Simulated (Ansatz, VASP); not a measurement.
Pb: VASP beside Ansatz

The input POSCAR:

```
Pb
1.0
    0.0000000000      2.4750200000      2.4750200000
    2.4750200000      0.0000000000      2.4750200000
    2.4750200000      2.4750200000      0.0000000000
Pb
1
Direct
    0.0000000000      0.0000000000      0.0000000000
```

The input INCAR.step1:

```
ALGO = Normal
EDIFF = 1E-5
ENCUT = 520
GGA = PE
ISIF = 2
ISMEAR = -1
LASPH = True
LCHARG = False
LREAL = False
LWAVE = True
NBANDS = 13
NELM = 80
PREC = Accurate
SIGMA = 0.05
```

File INCAR.step2:

```
AEXX = 0.25
ALGO = Normal
EDIFF = 1E-6
ENCUT = 520
ISIF = 2
ISMEAR = -1
ISTART = 1
LASPH = True
LCHARG = False
LHFCALC = True
LMIXTAU = True
LREAL = False
LWAVE = False
METAGGA = R2SCAN
NBANDS = 13
NELM = 80
PREC = Accurate
PRECFOCK = Normal
SIGMA = 0.05
```

Contents of KPOINTS:

```
k-points
0
Gamma
  5 5 5
```

Contents of input.yaml:

```yaml
crystal:
  lattice:
    - [0.0, 2.47502, 2.47502]
    - [2.47502, 0.0, 2.47502]
    - [2.47502, 2.47502, 0.0]
  atoms:
    - { symbol: Pb, position: [0.0, 0.0, 0.0] }
hamiltonian:
  xc: r2scan0
  pseudopotentials: { kind: paw }
kpoints:
  mp_grid: { grid: [5, 5, 5] }
scf:
  occupations: { method: fermi_dirac, width: 0.05 }
output:
  forces: true
  stress: true
  eigenvalues: true
  write_density: true
  write_potential: true
  elf: true
  volumetric_format: npy
```

Alike in both runs: task single point; functional r2SCAN0; k mesh 5 × 5 × 5; occupations fermi-dirac, width 0.05 eV; no spin polarisation.

```csv
,VASP,Ansatz
version,VASP 6.6.1,Ansatz 0.2.0
potentials or method,"VASP PAW PBE potentials, release 64 (Pb_d)",Ansatz PAW
plane-wave cutoff (eV),520,500
valence electrons in the cell,14,14
```

```csv
,VASP,Ansatz,Ansatz less VASP
gap on the k mesh at the Fermi level (eV),none,none,-
pressure (GPa),-0.3,-0.1,+0.17
```

VASP's potentials were made for PBE, not for r2SCAN0. A gap of «none» marks a metal or a gap that the smearing closes. With one functional, cell and mesh, what is left measures potentials, basis and numerics.

The k mesh is coarse, so the values compare programs but aren't converged. Neither program's run includes spin-orbit coupling.
